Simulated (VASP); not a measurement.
Set up this calculation in VASP 6.6.1, as the native input.

```
Task                   : single point
Functional             : LDA
Potentials or basis    : VASP PAW LDA potentials, release 64 (Si)
Cutoff                 : 520 eV
k mesh                 : 13 × 13 × 13
Occupations            : fermi-dirac, width 0.1 eV
Spin                   : no spin polarisation
Dipole correction      : no
Further INCAR settings : ALGO = Normal; EDIFF = 1e-07; NBANDS = 11
```

The structure of Si lies in POSCAR:

```
Si
1.0
    0.0000000000      2.6457451306      2.6457451306
    2.6457451306      0.0000000000      2.6457451306
    2.6457451306      2.6457451306      0.0000000000
Si
2
Direct
   -0.1250000000     -0.1250000000     -0.1250000000
    0.1250000000      0.1250000000      0.1250000000
```

These files were run (other wordings do the same):

INCAR

```
SYSTEM = Si
  PREC = Accurate
  ENCUT = 520
  EDIFF = 1E-7
  ISMEAR = -1
  SIGMA = 0.1
  LREAL = .False.
  LASPH = .True.
  NELM = 100
  ALGO = Normal
  ISIF = 2
  LWAVE = .False.
  LCHARG = .False.
  NBANDS = 11
```

KPOINTS

```
regular mesh
0
Gamma
  13 13 13
  0 0 0
```

Potentials or basis: VASP PAW LDA potentials, release 64 (Si).

Launch:

```sh
$ cat potpaw_LDA.64/Si/POTCAR > POTCAR
$ mpirun -np 1 vasp_std > vasp.out
```

Results of the run:

```json
{
 "Pressure": "6.9 GPa",
 "Band gap on the k mesh": "0.35 eV (least direct gap 2.55 eV)"
}
```

Caveat: the cell stands under pressure; an odd mesh through Γ misses points on the zone boundary, where band edges can lie.

It took 15 s on 1 thread of Intel(R) Xeon(R) Platinum 8559C (Emerald Rapids) (shared host), peak memory 0.14 GiB.
